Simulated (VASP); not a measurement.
# Al2Cu in VASP: notebook, part 2 of 2

VASP 6.6.1. Earlier steps stand in the parts before.

### 3 Single point, PBEsol

This run uses another cell than the first one, of 15.10 Å³/atom.

File INCAR:

```
SYSTEM = Al2Cu
PREC = Accurate
ENCUT = 520
EDIFF = 1E-7
ISMEAR = 0
SIGMA = 0.1
LREAL = .FALSE.
LASPH = .TRUE.
NELM = 60
ALGO = Fast
ISIF = 2
LWAVE = .FALSE.
LCHARG = .FALSE.
GGA = PS
NBANDS = 16
```

File KPOINTS:

```
Automatic mesh
0
G
  14 14 14
  0 0 0
```

File POSCAR:

```
Al2Cu
1.0
   -2.0005188262      2.0005188262      2.8289160631
    2.0005188262     -2.0005188262      2.8289160631
    2.0005188262      2.0005188262     -2.8289160631
Al Cu
2 1
Direct
    0.7500000000      0.2500000000      0.5000000000
    0.2500000000      0.7500000000      0.5000000000
    0.5000000000      0.5000000000      0.0000000000
```

Potentials or basis: VASP PAW PBE potentials, release 64 (Al, Cu).

The run is started by

```
> cat potpaw_PBE.64/Al/POTCAR potpaw_PBE.64/Cu/POTCAR > POTCAR
> mpirun -np 1 vasp_std > vasp.out
```

Wall time 6.6 min (1 thread of Intel Xeon 8259CL, shared host); peak memory 0.3 GiB.

Results (log left out):

```
Free energy            : -12.9915 eV
Pressure               : 4.3 GPa
Band gap on the k mesh : zero (an odd number of electrons rules out a gap without spin polarisation)
```

Levels at points of the mesh, in eV from the Fermi level:
```tsv
k point	band 5	band 6	band 7	band 8	band 9	band 10	band 11	band 12	band 13	band 14
(0.00, 0.00, 0.00)	-4.19	-4.19	2.90	2.90	2.91	3.08	3.08	3.08	4.76	7.19
(0.50, 0.00, 0.00)	-4.14	-4.12	-4.12	0.61	0.61	3.02	3.02	4.10	4.52	9.99
(0.50, 0.50, 0.00)	-4.25	-4.02	-3.89	-2.07	-2.07	0.53	1.48	9.15	11.10	11.10
(0.50, 0.50, 0.50)	-4.25	-4.02	-3.89	-2.07	-2.07	0.53	1.47	9.15	11.10	11.10
```

Caveat: the cell stands under pressure; the PAW data sets were made with another functional, which shifts forces and pressure a little.

### 4 Single point, PBEsol

This run uses another cell than the first one, of 15.50 Å³/atom.

File INCAR:

```
SYSTEM = Al2Cu
  PREC = Accurate
  ENCUT = 520
  EDIFF = 1E-6
  ISMEAR = 0
  SIGMA = 0.1
  LREAL = .False.
  LASPH = .True.
  NELM = 60
  ALGO = Fast
  ISIF = 2
  LWAVE = .False.
  LCHARG = .False.
  GGA = PS
  NBANDS = 16
```

File KPOINTS:

```
regular mesh
0
Gamma
  14 14 14
  0 0 0
```

File POSCAR:

```
Al2Cu
1.0
   -2.0180243585      2.0180243585      2.8536704822
    2.0180243585     -2.0180243585      2.8536704822
    2.0180243585      2.0180243585     -2.8536704822
Al Cu
2 1
Direct
    0.7500000000      0.2500000000      0.5000000000
    0.2500000000      0.7500000000      0.5000000000
    0.5000000000      0.5000000000      0.0000000000
```

Potentials or basis: VASP PAW PBE potentials, release 64 (Al, Cu).

The run is started by

```
> cat potpaw_PBE.64/Al/POTCAR potpaw_PBE.64/Cu/POTCAR > POTCAR
> mpirun -np 1 vasp_std > vasp.out
```

OUTCAR:

```text
SYSTEM = Al2Cu
   PREC = Accurate
   ENCUT = 520
   EDIFF = 1E-6
   ISMEAR = 0
   LREAL = .False.
   LASPH = .True.
   NELM = 60
   ISIF = 2
   GGA = PS

 ion  position               nearest neighbor table
   1  0.750  0.250  0.500-   3 2.47   3 2.47   3 2.47   3 2.47   2 2.85   2 2.85   2 2.85   2 2.85
                             2 2.85   2 2.85
   2  0.250  0.750  0.500-   3 2.47   3 2.47   3 2.47   3 2.47   1 2.85   1 2.85   1 2.85   1 2.85
                             1 2.85   1 2.85
   3  0.500  0.500  0.000-   2 2.47   1 2.47   1 2.47   2 2.47   1 2.47   2 2.47   2 2.47   1 2.47

  LATTYP: Found a body centered tetragonal cell.
[... 656 lines left out ...]
  --------------------------------------------------------------------------------------
  -------------------------------------------------------------------------------------
  Total        0.4034289      0.4034289      0.4059184      0.0000000      0.0000000      0.0000000
  in kB       13.9046776     13.9046776     13.9904828      0.0000000      0.0000000      0.0000000
  external PRESSURE =      13.9332793 kB  Pullay stress =       0.0000000 kB

 VOLUME and BASIS-vectors are now :
 -----------------------------------------------------------------------------
  energy-cutoff  :      520.00
  volume of cell :       46.49
      direct lattice vectors                 reciprocal lattice vectors
    -2.018024358  2.018024358  2.853670482     0.000000000  0.247767079  0.175212942
     2.018024358 -2.018024358  2.853670482     0.247767079  0.000000000  0.175212942
     2.018024358  2.018024358 -2.853670482     0.247767079  0.247767079  0.000000000

 POSITION                                       TOTAL-FORCE (eV/Angst)
 -----------------------------------------------------------------------------------
      0.00000      2.01802      1.42684        -0.000000      0.000000     -0.000000
      2.01802      0.00000      1.42684         0.000000     -0.000000      0.000000
      0.00000      0.00000      2.85367         0.000000      0.000000      0.000000
 -----------------------------------------------------------------------------------
    total drift:                                0.000000     -0.000000      0.000000

  FREE ENERGIE OF THE ION-ELECTRON SYSTEM (eV)
  ---------------------------------------------------
  free  energy   TOTEN  =       -13.0125734414 eV

  energy  without entropy=      -13.0075754758  energy(sigma->0) =      -13.01007446
```

Run time: 6.2 min. Hardware: 1 thread of Intel Xeon 8259CL, shared host; peak memory 0.3 GiB.

What came out:

| Property | Result |
| --- | --- |
| Free energy | -13.0126 eV |
| Pressure | 1.4 GPa |
| Band gap on the k mesh | zero (an odd number of electrons rules out a gap without spin polarisation) |

Caveat: the PAW data sets were made with another functional, which shifts forces and pressure a little.

### 5 Overview

| cell | further INCAR settings | gap on the mesh (eV) | pressure (GPa) |
| --- | --- | --- | --- |
| a = 3.925 Å, angles 120.0, 120.0, 90.0°, 3 atoms | ALGO = Fast; EDIFF = 1e-06; NBANDS = 16 | none | 12.5 |
| a = 4.001 Å, angles 120.0, 120.0, 90.0°, 3 atoms | ALGO = Fast; EDIFF = 1e-07; NBANDS = 16 | none | 4.3 |
| a = 4.036 Å, angles 120.0, 120.0, 90.0°, 3 atoms | ALGO = Fast; EDIFF = 1e-06; NBANDS = 16 | none | 1.4 |

Alike in all rows: task single point; level PBEsol; potentials or basis VASP PAW PBE potentials, release 64 (Al, Cu); no spin polarisation; k mesh 14 × 14 × 14; cutoff (eV) 520; smearing gaussian 0.1 eV.

Caveats: the PAW data sets were made with another functional, which shifts forces and pressure a little; the cell stands under pressure (at least some runs).

Absolute energies hang on the potentials; compare differences alone.
